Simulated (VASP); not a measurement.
Set up this calculation in VASP 6.6.1, as the native input.

```yaml
Task: single point
Functional: r2SCAN
Potentials_or_basis: VASP PAW PBE potentials, release 64 (Ru_pv)
Cutoff: 520 eV
k_mesh: 18 × 18 × 10
Occupations: gaussian, width 0.1 eV
Spin: no spin polarisation
Dipole_correction: no
Further_INCAR_settings: ALGO = Normal; EDIFF = 1e-06; NBANDS = 21
```

The system is Ru.

```xyz
2
Lattice="2.7023 0.0000 0.0000 -1.3512 2.3403 0.0000 0.0000 0.0000 4.2660" Properties=species:S:1:pos:R:3 pbc="T T T"
Ru    0.0000    1.5602    1.0665
Ru    1.3512    0.7801    3.1995
```

These files were run (other wordings do the same):

POSCAR

```
Ru
1.0
    2.7023482466      0.0000000000      0.0000000000
   -1.3511741233      2.3403022314      0.0000000000
    0.0000000000      0.0000000000      4.2659655345
Ru
2
Direct
    0.3333333333      0.6666666667      0.2500000000
    0.6666666667      0.3333333333      0.7500000000
```

INCAR.step1

```
SYSTEM = Ru
  PREC = Accurate
  ENCUT = 520
  ISMEAR = 0
  SIGMA = 0.1
  LREAL = .FALSE.
  LASPH = .TRUE.
  NELM = 80
  NBANDS = 21
  GGA = PE
  ALGO = Normal
  EDIFF = 1E-4
  LWAVE = .TRUE.
  LCHARG = .FALSE.
```

INCAR.step2

```
SYSTEM = Ru
  PREC = Accurate
  ENCUT = 520
  EDIFF = 1E-6
  ISMEAR = 0
  SIGMA = 0.1
  LREAL = .FALSE.
  LASPH = .TRUE.
  NELM = 80
  ALGO = Normal
  ISIF = 2
  LWAVE = .FALSE.
  LCHARG = .FALSE.
  METAGGA = R2SCAN
  LMIXTAU = .TRUE.
  NBANDS = 21
  ISTART = 1
```

KPOINTS

```
Automatic mesh
0
G
  18 18 10
  0 0 0
```

Potentials or basis: VASP PAW PBE potentials, release 64 (Ru_pv).

Command:

```bash
$ cat potpaw_PBE.64/Ru_pv/POTCAR > POTCAR
$ cp INCAR.step1 INCAR
$ mpirun -np 1 vasp_std > vasp.out
$ cp INCAR.step2 INCAR
$ mpirun -np 1 vasp_std > vasp.out
```

It gave:

```json
{
 "Pressure": "1.5 GPa",
 "Band gap on the k mesh": "zero (band 14 reaches 14.41 eV, above the bottom of band 15 at 11.12 eV)"
}
```

Caveat: the PAW data sets were made with another functional, which shifts forces and pressure a little.

Wall time 4.9 min on 1 thread of AMD EPYC 7R43 64-Core Processor (Zen 3) (shared host), peak memory 0.18 GiB.
